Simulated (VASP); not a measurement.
# TiC (Fm-3m) in VASP: a series of runs

Runs on TiC. Level: PBE. Tasks: electric field gradients.

Everything below comes from runs of VASP 6.6.1. Logs are shortened: lines on timing, memory, paths and dates and some standing lists are left out, and cuts for length are marked.

**1. The cell of the first run**

It takes space group Fm-3m (No. 225, cubic). The conventional cell has a = 4.328 Å, b = 4.328 Å, c = 4.328 Å, α = 90.00°, β = 90.00°, γ = 90.00°. Ti (site symmetry m-3m) has 6 C at 2.16 Å within 2.9 Å. Within 2.9 Å of C (site symmetry m-3m) lie 6 Ti at 2.16 Å.

**2. Electric field gradients, PBE**

INCAR

```
  ALGO = Normal
  EDIFF = 1E-8
  ENCUT = 520
  GGA = PE
  ISIF = 2
  ISMEAR = -1
  LASPH = True
  LCHARG = False
  LEFG = True
  LREAL = False
  LWAVE = False
  NBANDS = 15
  NELM = 80
  PREC = Accurate
  SIGMA = 0.03
```

KPOINTS

```
k-points
0
Gamma
  16 16 16
```

POSCAR

```
TiC
1.0
    0.0000000000      2.1640000000      2.1640000000
    2.1640000000      0.0000000000      2.1640000000
    2.1640000000      2.1640000000      0.0000000000
Ti C
1 1
Direct
    0.0000000000      0.0000000000      0.0000000000
    0.5000000000      0.5000000000      0.5000000000
```

Potentials or basis: VASP PAW PBE potentials, release 64 (Ti_sv, C).

On the command line:

```sh
$ cat potpaw_PBE.64/Ti_sv/POTCAR potpaw_PBE.64/C/POTCAR > POTCAR
$ mpirun -np 1 vasp_std > vasp.out
```

OUTCAR:

```text
EDIFF = 1E-8
   ENCUT = 520
   GGA = PE
   ISIF = 2
   ISMEAR = -1
   LASPH = True
   LREAL = False
   NELM = 80
   PREC = Accurate

 ion  position               nearest neighbor table
   1  0.000  0.000  0.000-   2 2.16   2 2.16   2 2.16   2 2.16   2 2.16   2 2.16
   2  0.500  0.500  0.500-   1 2.16   1 2.16   1 2.16   1 2.16   1 2.16   1 2.16

  LATTYP: Found a face centered cubic cell.
 ALAT       =     4.3280000000

  Lattice vectors:

 A1 = (   0.0000000000,   2.1640000000,   2.1640000000)
 A2 = (   2.1640000000,   0.0000000000,   2.1640000000)
 A3 = (   2.1640000000,   2.1640000000,   0.0000000000)

Analysis of symmetry for initial positions (statically):
=====================================================================
 Subroutine PRICEL returns:
 Original cell was already a primitive cell.

 Routine SETGRP: Setting up the symmetry group for a
 face centered cubic supercell.

 Subroutine GETGRP returns: Found 48 space group operations
 (whereof 48 operations were pure point group operations)
 out of a pool of 48 trial point group operations.

The static configuration has the point symmetry O_h .

Analysis of symmetry for dynamics (positions and initial velocities):
=====================================================================
 Subroutine PRICEL returns:
 Original cell was already a primitive cell.

 Routine SETGRP: Setting up the symmetry group for a
 face centered cubic supercell.

 Subroutine GETGRP returns: Found 48 space group operations
 (whereof 48 operations were pure point group operations)
 out of a pool of 48 trial point group operations.

The dynamic configuration has the point symmetry O_h .

 Subroutine INISYM returns: Found 48 space group operations
 (whereof 48 operations are pure point group operations),
 and found     1 'primitive' translations

----------------------------------------------------------------------------------------

                                     Primitive cell

  volume of cell :      20.2676

  direct lattice vectors                    reciprocal lattice vectors
     0.000000000  2.164000000  2.164000000    -0.231053604  0.231053604  0.231053604
     2.164000000  0.000000000  2.164000000     0.231053604 -0.231053604  0.231053604
[... 136 lines left out ...]
 fundamental gap:      0.0215504924
 Fermi energy:         9.4322021325

 k-point     1 :       0.0000    0.0000    0.0000
  band No.  band energies     occupation
      1     -47.1416      2.00000
      2     -23.1645      2.00000
      3     -23.1645      2.00000
      4     -23.1645      2.00000
      5      -2.9678      2.00000
      6      10.1349      0.00000
      7      10.1349      0.00000
      8      10.1349      0.00000
      9      11.1205      0.00000
     10      11.1205      0.00000
     11      11.1205      0.00000
     12      11.1583      0.00000
     13      11.1583      0.00000
     14      19.9576      0.00000
[... 401 lines left out ...]
      2     -23.2115      2.00000
      3     -23.1775      2.00000
      4     -23.1656      2.00000
      5      -2.7340      2.00000
      6       9.2219      1.99819
      7       9.4079      1.38359
      8       9.4144      1.28763
      9      10.2459      0.00000
     10      10.8230      0.00000
     11      11.7118      0.00000
     12      12.2717      0.00000
     13      13.1353      0.00000
     14      20.3646      0.00000
     15      23.5545      0.00000

 [... further k-points ...]

------------------------ aborting loop because EDIFF is reached ----------------------------------------

  FORCE on cell =-STRESS in cart. coord.  units (eV):
  Direction    XX          YY          ZZ          XY          YZ          ZX
  --------------------------------------------------------------------------------------
  -------------------------------------------------------------------------------------
  Total        0.1357707      0.1357707      0.1357707      0.0000000      0.0000000      0.0000000
  in kB       10.7328453     10.7328453     10.7328453      0.0000000      0.0000000      0.0000000
  external PRESSURE =      10.7328453 kB  Pullay stress =       0.0000000 kB

 VOLUME and BASIS-vectors are now :
 -----------------------------------------------------------------------------
  energy-cutoff  :      520.00
  volume of cell :       20.27
      direct lattice vectors                 reciprocal lattice vectors
     0.000000000  2.164000000  2.164000000    -0.231053604  0.231053604  0.231053604
     2.164000000  0.000000000  2.164000000     0.231053604 -0.231053604  0.231053604
     2.164000000  2.164000000  0.000000000     0.231053604  0.231053604 -0.231053604

 POSITION                                       TOTAL-FORCE (eV/Angst)
 -----------------------------------------------------------------------------------
      0.00000      0.00000      0.00000         0.000000      0.000000      0.000000
      2.16400      2.16400      2.16400        -0.000000     -0.000000     -0.000000
 -----------------------------------------------------------------------------------
    total drift:                                0.000000     -0.000000     -0.000000

  FREE ENERGIE OF THE ION-ELECTRON SYSTEM (eV)
  ---------------------------------------------------
  free  energy   TOTEN  =       -18.7087340421 eV

  energy  without entropy=      -18.7073852127  energy(sigma->0) =      -18.70805963

 Electric field gradients (V/A^2)
---------------------------------------------------------------------
 ion       V_xx      V_yy      V_zz      V_xy      V_xz      V_yz
---------------------------------------------------------------------
   1      -0.000     0.000     0.000     0.000     0.000     0.000
   2       0.000     0.000    -0.000     0.000     0.000     0.000
---------------------------------------------------------------------

 Electric field gradients after diagonalization (V/A^2)
 (convention: |V_zz| > |V_xx| > |V_yy|)
----------------------------------------------------------------------
 ion       V_xx      V_yy      V_zz     asymmetry (V_yy - V_xx)/ V_zz
----------------------------------------------------------------------
   1      -0.000    -0.000     0.001       0.000
   2      -0.000    -0.000     0.000       0.000
----------------------------------------------------------------------

           NMR quadrupolar parameters

 Cq : quadrupolar parameter    Cq=e*Q*V_zz/h
 eta: asymmetry parameters     (V_yy - V_xx)/ V_zz
 Q  : nuclear electric quadrupole moment in mb (millibarn)
----------------------------------------------------------------------
 ion       Cq(MHz)       eta       Q (mb)
----------------------------------------------------------------------
   1       0.000       0.000       1.000
   2       0.000       0.000       1.000
----------------------------------------------------------------------
```

OSZICAR:

```text
N       E                     dE             d eps       ncg     rms          rms(c)
DAV:   1     0.116747501124E+03    0.11675E+03   -0.79336E+03  4379   0.127E+03
DAV:   2    -0.168525561380E+02   -0.13360E+03   -0.12534E+03  4623   0.333E+02
DAV:   3    -0.240829819108E+02   -0.72304E+01   -0.71233E+01  5584   0.764E+01
DAV:   4    -0.243111042453E+02   -0.22812E+00   -0.22789E+00  5607   0.123E+01
DAV:   5    -0.243155812596E+02   -0.44770E-02   -0.44766E-02  5471   0.155E+00    0.183E+01
DAV:   6    -0.193283512737E+02    0.49872E+01   -0.11855E+01  6177   0.563E+01    0.693E+00
DAV:   7    -0.187440565663E+02    0.58429E+00   -0.21389E+00  5113   0.207E+01    0.492E+00
DAV:   8    -0.187203085950E+02    0.23748E-01   -0.10568E-01  4905   0.344E+00    0.341E+00
DAV:   9    -0.187121473811E+02    0.81612E-02   -0.95935E-02  5922   0.428E+00    0.741E-01
DAV:  10    -0.187109255965E+02    0.12218E-02   -0.11596E-02  5703   0.136E+00    0.650E-01
DAV:  11    -0.187088928791E+02    0.20327E-02   -0.29433E-03  5036   0.772E-01    0.189E-01
DAV:  12    -0.187087433996E+02    0.14948E-03   -0.31928E-04  5911   0.240E-01    0.425E-02
DAV:  13    -0.187087340102E+02    0.93894E-05   -0.50292E-05  4896   0.668E-02    0.606E-03
DAV:  14    -0.187087342309E+02   -0.22066E-06   -0.13061E-06  5051   0.108E-02    0.453E-03
DAV:  15    -0.187087340511E+02    0.17976E-06   -0.46695E-07  5148   0.116E-02    0.244E-03
DAV:  16    -0.187087340421E+02    0.90156E-08   -0.64631E-08  4875   0.432E-03
   1 F= -.18708734E+02 E0= -.18708060E+02  d E =-.134883E-02
```

stdout:

```text
POSCAR found type information on POSCAR TiC
 POSCAR found :  2 types and       2 ions
 scaLAPACK will be used
 LDA part: xc-table for (Slater+PW92), standard interpolation
 POSCAR, INCAR and KPOINTS ok, starting setup
 FFT: planning ... GRIDC
 FFT: planning ... GRID_SOFT
 FFT: planning ... GRID
 WAVECAR not read
 entering main loop
ion   1

ion   2
```

It took 40 s on 1 thread of Intel Xeon Platinum 8259CL at 2.50GHz (Skylake/Cascade Lake), shared host; peak memory 0.17 GiB.

Results:

```
Free energy            : -18.7087 eV
Pressure               : 1.1 GPa
Band gap on the k mesh : zero (band 8 reaches 10.13 eV, above the bottom of band 9 at 9.04 eV)
```

Caveat: without QUAD_EFG the Cq values of the log hold for a quadrupole moment of 1 mb, not for the nuclei.

**3. Electric field gradients, PBE (volume scaled by 1.03)**

Edit INCAR of step 2 so:

```diff
@@ -12,3 +12,3 @@
   NBANDS = 15
-  NELM = 80
+  NELM = 100
   PREC = Accurate
```

KPOINTS is that of step 2.

POSCAR

```
TiC
1.0
    0.0000000000      2.1854271361      2.1854271361
    2.1854271361      0.0000000000      2.1854271361
    2.1854271361      2.1854271361      0.0000000000
Ti C
1 1
Direct
    0.0000000000      0.0000000000      0.0000000000
    0.5000000000      0.5000000000      0.5000000000
```

Potentials or basis: VASP PAW PBE potentials, release 64 (Ti_sv, C).

On the command line:

```sh
$ cat potpaw_PBE.64/Ti_sv/POTCAR potpaw_PBE.64/C/POTCAR > POTCAR
$ mpirun -np 1 vasp_std > vasp.out
```

OUTCAR:

```text
EDIFF = 1E-8
   ENCUT = 520
   GGA = PE
   ISIF = 2
   ISMEAR = -1
   LASPH = True
   LREAL = False
   NELM = 100
   PREC = Accurate

 ion  position               nearest neighbor table
   1  0.000  0.000  0.000-   2 2.19   2 2.19   2 2.19   2 2.19   2 2.19   2 2.19
   2  0.500  0.500  0.500-   1 2.19   1 2.19   1 2.19   1 2.19   1 2.19   1 2.19

  LATTYP: Found a face centered cubic cell.
 ALAT       =     4.3708542722

  Lattice vectors:

 A1 = (   0.0000000000,   2.1854271361,   2.1854271361)
 A2 = (   2.1854271361,   0.0000000000,   2.1854271361)
 A3 = (   2.1854271361,   2.1854271361,   0.0000000000)

Analysis of symmetry for initial positions (statically):
=====================================================================
 Subroutine PRICEL returns:
 Original cell was already a primitive cell.

 Routine SETGRP: Setting up the symmetry group for a
 face centered cubic supercell.

 Subroutine GETGRP returns: Found 48 space group operations
 (whereof 48 operations were pure point group operations)
 out of a pool of 48 trial point group operations.

The static configuration has the point symmetry O_h .

Analysis of symmetry for dynamics (positions and initial velocities):
=====================================================================
 Subroutine PRICEL returns:
 Original cell was already a primitive cell.

 Routine SETGRP: Setting up the symmetry group for a
 face centered cubic supercell.

 Subroutine GETGRP returns: Found 48 space group operations
 (whereof 48 operations were pure point group operations)
 out of a pool of 48 trial point group operations.

The dynamic configuration has the point symmetry O_h .

 Subroutine INISYM returns: Found 48 space group operations
 (whereof 48 operations are pure point group operations),
 and found     1 'primitive' translations

----------------------------------------------------------------------------------------

                                     Primitive cell

  volume of cell :      20.8756

  direct lattice vectors                    reciprocal lattice vectors
     0.000000000  2.185427136  2.185427136    -0.228788227  0.228788227  0.228788227
     2.185427136  0.000000000  2.185427136     0.228788227 -0.228788227  0.228788227
     2.185427136  2.185427136  0.000000000     0.228788227  0.228788227 -0.228788227

  length of vectors
     3.090660695  3.090660695  3.090660695     0.396272834  0.396272834  0.396272834

  position of ions in fractional coordinates (direct lattice)
     0.000000000  0.000000000  0.000000000
     0.500000000  0.500000000  0.500000000

  ion indices of the primitive-cell ions
   primitive index   ion index
                 1           1
                 2           2

----------------------------------------------------------------------------------------

 KPOINTS: k-points

[... 82 lines left out ...]
   ISMEAR =    -1;   SIGMA  =   0.03  broadening in eV -4-tet -1-fermi 0-gaus
   EFERMI_NEDOS =   21; number of points for ismear=-14 and -15
   IALGO  =     38    algorithm
   IMIX   =      4    mixing-type and parameters
     AMIX     =   0.40;   BMIX     =  1.00
     AMIX_MAG =   1.60;   BMIX_MAG =  1.00
  volume/ion in A,a.u.               =      10.44        70.44
  Fermi-wavevector in a.u.,A,eV,Ry     =   1.498196  2.831179 30.539499  2.244590
  Thomas-Fermi vector in A             =   2.609986
   LORBIT       =      0    0 simple, 1 ext, 2 COOP (PROOUT), +10 PAW based schemes
   GGA     = PE    functional components
   LHFCALC =     F    Hartree Fock is set to
   AEXX    =    0.0000 exact exchange contribution
   IVDW    =     0    specifies the selected vdW correction
   LEPSILON=     F    determine dielectric tensor
   LRPA    =     F    only Hartree local field effects (RPA)
 non-spin polarized calculation
  energy-cutoff  :      520.00
  volume of cell :       20.88
 maximum number of plane-waves:       588
   NGX = 11   NGY = 11   NGZ = 11

 number of electron      15.9999996 magnetization

 Free energy of the ion-electron system (eV)
  ---------------------------------------------------
  ext. energy  EPLUGINS =         0.00000000
  ---------------------------------------------------
  free energy    TOTEN  =       -18.69942216 eV

  energy without entropy =      -18.69803855  energy(sigma->0) =      -18.69873035

 E-fermi :   9.0893     XC(G=0): -12.5577

 val. band max:        9.0818149744   @ k =  -0.0625   0.0625   0.0000
 cond. band min:       9.0980323316   @ k =   0.1250   0.1250   0.0000
 fundamental gap:      0.0162173573
 Fermi energy:         9.0892718625

 k-point     1 :       0.0000    0.0000    0.0000
  band No.  band energies     occupation
      1     -47.5725      2.00000
      2     -23.6098      2.00000
      3     -23.6098      2.00000
      4     -23.6098      2.00000
      5      -3.1727      2.00000
      6       9.7783      0.00000
      7       9.7783      0.00000
      8       9.7783      0.00000
      9      10.7390      0.00000
     10      10.7390      0.00000
     11      10.7390      0.00000
     12      10.7503      0.00000
     13      10.7503      0.00000
     14      19.1830      0.00000
[... 401 lines left out ...]
      2     -23.6518      2.00000
      3     -23.6215      2.00000
      4     -23.6109      2.00000
      5      -2.9475      2.00000
      6       8.8865      1.99768
      7       9.0690      1.32570
      8       9.0818      1.12365
      9       9.8848      0.00000
     10      10.4343      0.00000
     11      11.3086      0.00000
     12      11.8314      0.00000
     13      12.6746      0.00000
     14      19.5970      0.00000
     15      23.0546      0.00000

 [... further k-points ...]

------------------------ aborting loop because EDIFF is reached ----------------------------------------

  FORCE on cell =-STRESS in cart. coord.  units (eV):
  Direction    XX          YY          ZZ          XY          YZ          ZX
  --------------------------------------------------------------------------------------
  -------------------------------------------------------------------------------------
  Total       -0.7786859     -0.7786859     -0.7786859      0.0000000      0.0000000     -0.0000000
  in kB      -59.7632080    -59.7632080    -59.7632080      0.0000000      0.0000000     -0.0000000
  external PRESSURE =     -59.7632080 kB  Pullay stress =       0.0000000 kB

 VOLUME and BASIS-vectors are now :
 -----------------------------------------------------------------------------
  energy-cutoff  :      520.00
  volume of cell :       20.88
      direct lattice vectors                 reciprocal lattice vectors
     0.000000000  2.185427136  2.185427136    -0.228788227  0.228788227  0.228788227
     2.185427136  0.000000000  2.185427136     0.228788227 -0.228788227  0.228788227
     2.185427136  2.185427136  0.000000000     0.228788227  0.228788227 -0.228788227

 POSITION                                       TOTAL-FORCE (eV/Angst)
 -----------------------------------------------------------------------------------
      0.00000      0.00000      0.00000        -0.000000     -0.000000     -0.000000
      2.18543      2.18543      2.18543         0.000000      0.000000      0.000000
 -----------------------------------------------------------------------------------
    total drift:                                0.000000     -0.000000     -0.000000

  FREE ENERGIE OF THE ION-ELECTRON SYSTEM (eV)
  ---------------------------------------------------
  free  energy   TOTEN  =       -18.6994221576 eV

  energy  without entropy=      -18.6980385471  energy(sigma->0) =      -18.69873035

 Electric field gradients (V/A^2)
---------------------------------------------------------------------
 ion       V_xx      V_yy      V_zz      V_xy      V_xz      V_yz
---------------------------------------------------------------------
   1      -0.000    -0.000     0.000    -0.000    -0.000    -0.000
   2       0.000     0.000    -0.000     0.000     0.000     0.000
---------------------------------------------------------------------

 Electric field gradients after diagonalization (V/A^2)
 (convention: |V_zz| > |V_xx| > |V_yy|)
----------------------------------------------------------------------
 ion       V_xx      V_yy      V_zz     asymmetry (V_yy - V_xx)/ V_zz
----------------------------------------------------------------------
   1       0.000     0.000    -0.000       0.000
   2      -0.000    -0.000     0.000       0.000
----------------------------------------------------------------------

           NMR quadrupolar parameters

 Cq : quadrupolar parameter    Cq=e*Q*V_zz/h
 eta: asymmetry parameters     (V_yy - V_xx)/ V_zz
 Q  : nuclear electric quadrupole moment in mb (millibarn)
----------------------------------------------------------------------
 ion       Cq(MHz)       eta       Q (mb)
----------------------------------------------------------------------
   1      -0.000       0.000       1.000
   2       0.000       0.000       1.000
----------------------------------------------------------------------
```

stdout:

```text
POSCAR found type information on POSCAR TiC
 POSCAR found :  2 types and       2 ions
 scaLAPACK will be used
 LDA part: xc-table for (Slater+PW92), standard interpolation
 POSCAR, INCAR and KPOINTS ok, starting setup
 FFT: planning ... GRIDC
 FFT: planning ... GRID_SOFT
 FFT: planning ... GRID
 WAVECAR not read
 entering main loop
ion   1

ion   2
```

Run time: 34 s. Hardware: 1 thread of Intel Xeon Platinum 8259CL at 2.50GHz (Skylake/Cascade Lake), shared host; peak memory 0.17 GiB.

What came out:

| Quantity | Value |
| --- | --- |
| Free energy | -18.6994 eV |
| Pressure | -6.0 GPa |
| Band gap on the k mesh | zero (band 8 reaches 9.78 eV, above the bottom of band 9 at 8.70 eV) |

Levels at points of the mesh, in eV from the Fermi level:
```
           k point  band 6  band 7  band 8  band 9  band 10  band 11
(0.00, 0.00, 0.00)    0.69    0.69    0.69    1.65     1.65     1.65
(0.50, 0.00, 0.00)   -5.71   -2.80   -2.80    2.81     2.81     3.95
(0.50, 0.50, 0.00)   -3.40   -1.53   -0.05   -0.05     2.61     3.39
```

Caveat: without QUAD_EFG the Cq values of the log hold for a quadrupole moment of 1 mb, not for the nuclei.

[end of part 1 of 2]
